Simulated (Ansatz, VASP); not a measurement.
## Se in VASP and in Ansatz

Contents of INCAR:

```
AGGAC    = 1.0          
AGGAX    = 1.0          
ALDAC    = 0.0          
ALDAX    = 1.0          
ALGO     = Normal         # electronic algorithm
EDIFF    = 1E-6           # SCF threshold, eV
EDIFFG   = -0.01          # ionic threshold
ENCUT    = 600            # plane-wave cutoff, eV
GGA      = B5             # functional
IBRION   = 2              # ionic algorithm
ISIF     = 3              # what is computed and relaxed
ISMEAR   = -1             # smearing method
LASPH    = T              # aspherical terms in the spheres
LCHARG   = F              # write CHGCAR
LREAL    = F              # projectors in reciprocal space
LWAVE    = F              # write WAVECAR
NELM     = 80             # most SCF steps
NSW      = 80             # ionic steps
PREC     = Accurate       # precision mode
SIGMA    = 0.1            # smearing width, eV
```

File KPOINTS:

```
k-points
0
Gamma
  12 12 6
```

File POSCAR:

```
Se
1.0
    3.1360302227      0.0000000000      0.0000000000
   -1.5680151114      2.7158818399      0.0000000000
    0.0000000000      0.0000000000      5.1211373537
Se
2
Direct
    0.3333333333      0.6666666667      0.2500000000
    0.6666666667      0.3333333333      0.7500000000
```

Input for Ansatz:

```yaml
crystal:
  lattice:
    - [3.1360302227, 0.0, 0.0]
    - [-1.5680151114, 2.7158818399, 0.0]
    - [0.0, 0.0, 5.1211373537]
  atoms:
    - { symbol: Se, position: [0.3333333333, 0.6666666667, 0.25] }
    - { symbol: Se, position: [0.6666666667, 0.3333333333, 0.75] }
hamiltonian:
  xc: blyp
  pseudopotentials:
    kind: paw
    azcp:
      Se: "pseudopotentials/Se.paw.azcp"
basis:
  ecutwfc: 420
  fft_grid_basis: typed
kpoints:
  mp_grid: { grid: [12, 12, 6], shift: [0, 0, 0] }
magnetization:
  spin_polarized: false
scf:
  occupations: { method: fermi_dirac, width: 0.1 }
relax:
  max_steps: 60
  f_tol: 0.01
  cell: {}
```

Alike in both runs: task relaxation of cell and atoms; functional BLYP; k mesh 12 × 12 × 6; occupations fermi-dirac, width 0.1 eV; no spin polarisation.

|  | VASP | Ansatz |
| --- | --- | --- |
| version | VASP 6.6.1 | Ansatz 0.2.0 |
| potentials or method | VASP PAW PBE potentials, release 64 (Se), cutoff 600 eV | plane waves (420 eV) with PAW, scalar-relativistic |
| valence electrons in the cell | 12 | 32 |

```tsv
	VASP	Ansatz	Ansatz less VASP
relaxed volume (Å³/atom)	24.84	24.76	-0.083
relaxed length of the cell vector where the two differ most in proportion (Å)	3.900	3.895	-0.0052
```

VASP's potentials were made for PBE, not for BLYP. VASP's potentials hold 12 valence electrons a cell and Ansatz's 32, so a difference there can come from the potentials and not from the codes.
